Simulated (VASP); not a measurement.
Here is a VASP 6.6.1 calculation.

Contents of INCAR:

```
SYSTEM = TiB
ALGO     = Normal         ! electronic algorithm
EDIFF    = 1E-8           ! SCF threshold, eV
ENCUT    = 600            ! plane-wave cutoff, eV
GGA      = CA             ! functional
IBRION   = 6              ! ionic algorithm
ISIF     = 3              ! what is computed and relaxed
ISMEAR   = -1             ! smearing method
LASPH    = .True.         ! aspherical terms in the spheres
LCHARG   = .False.        ! write CHGCAR
LREAL    = .False.        ! projectors in reciprocal space
LWAVE    = .False.        ! write WAVECAR
NBANDS   = 14             ! bands
NELM     = 60             ! most SCF steps
NFREE    = 2            
NSW      = 1              ! ionic steps
POTIM    = 0.015          ! step
PREC     = Accurate       ! precision mode
SIGMA    = 0.15           ! smearing width, eV
```

File KPOINTS:

```
k-points
0
Gamma
  16 16 16
  0 0 0
```

POSCAR

```
TiB
1.0
    0.0000000000      2.3446963606      2.3446963606
    2.3446963606      0.0000000000      2.3446963606
    2.3446963606      2.3446963606      0.0000000000
Ti B
1 1
Direct
    0.7500000000      0.7500000000      0.7500000000
    0.0000000000      0.0000000000      0.0000000000
```

Potentials or basis: VASP PAW LDA potentials, release 64 (Ti_sv, B).

Run with:

```console
$ cat potpaw_LDA.64/Ti_sv/POTCAR potpaw_LDA.64/B/POTCAR > POTCAR
$ mpirun -np 1 vasp_std > vasp.out
```

Predict the elastic constants C11, C12, C44.

103, 172, -18 GPa.

Estimate the Voigt bulk modulus.

149 GPa.

Predict the highest phonon frequency at Γ.

619 cm⁻¹.

Clamped-ion elastic tensor (GPa):
```
103 172 172   0   0   0
172 103 172   0   0   0
172 172 103   0   0   0
  0   0   0 106   0   0
  0   0   0   0 106   0
  0   0   0   0   0 106
```

Caveat: the cell is under stress, which shifts elastic constants; the elastic tensor has a negative eigenvalue, so either the cell is unstable as it stands or the mesh is too thin.
